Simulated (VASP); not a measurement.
Wanted: the native input for a VASP 6.6.1 run.

```
Task                   : single point
Functional             : PBEsol
Potentials or basis    : VASP PAW PBE potentials, release 64 (Ga_d, N)
Cutoff                 : 600 eV
k mesh                 : 6 × 6 × 4
Occupations            : methfessel-paxton, width 0.05 eV
Spin                   : no spin polarisation
Dipole correction      : no
Further INCAR settings : ALGO = Normal; EDIFF = 1e-06; NBANDS = 26
```

The structure of GaN lies in POSCAR:

```
GaN
1.0
    3.3000346668      0.0000000000      0.0000000000
   -1.6500173334      2.8579138548      0.0000000000
    0.0000000000      0.0000000000      4.7558752377
Ga N
2 2
Direct
    0.3333333333      0.6666666667      0.2500000000
    0.6666666667      0.3333333333      0.7500000000
    0.6666666667      0.3333333333      0.2500000000
    0.3333333333      0.6666666667      0.7500000000
```

The input as run:

INCAR

```
SYSTEM = GaN
ALGO = Normal ; EDIFF = 1E-6
ENCUT = 600 ; GGA = PS
GGA_COMPAT = .False. ; ISIF = 2
ISMEAR = 1 ; LASPH = .True.
LCHARG = .True. ; LELF = .True.
LREAL = .False. ; LVHAR = .True.
LWAVE = .False. ; NBANDS = 26
NELM = 120 ; PREC = Accurate
SIGMA = 0.05
```

KPOINTS

```
k-points
0
Gamma
  6 6 4
  0 0 0
```

Potentials or basis: VASP PAW PBE potentials, release 64 (Ga_d, N).

The run is started by

```bash
$ cat potpaw_PBE.64/Ga_d/POTCAR potpaw_PBE.64/N/POTCAR > POTCAR
$ mpirun -np 1 vasp_std > vasp.out
```

It gave:

```yaml
Pressure: -0.3 GPa
Band_gap_on_the_k_mesh: 1.41 eV
```

Caveat: the PAW data sets were made with another functional, which shifts forces and pressure a little.

Wall time 100 s on 1 thread of AMD EPYC 7R13 (shared host), peak memory 0.16 GiB.
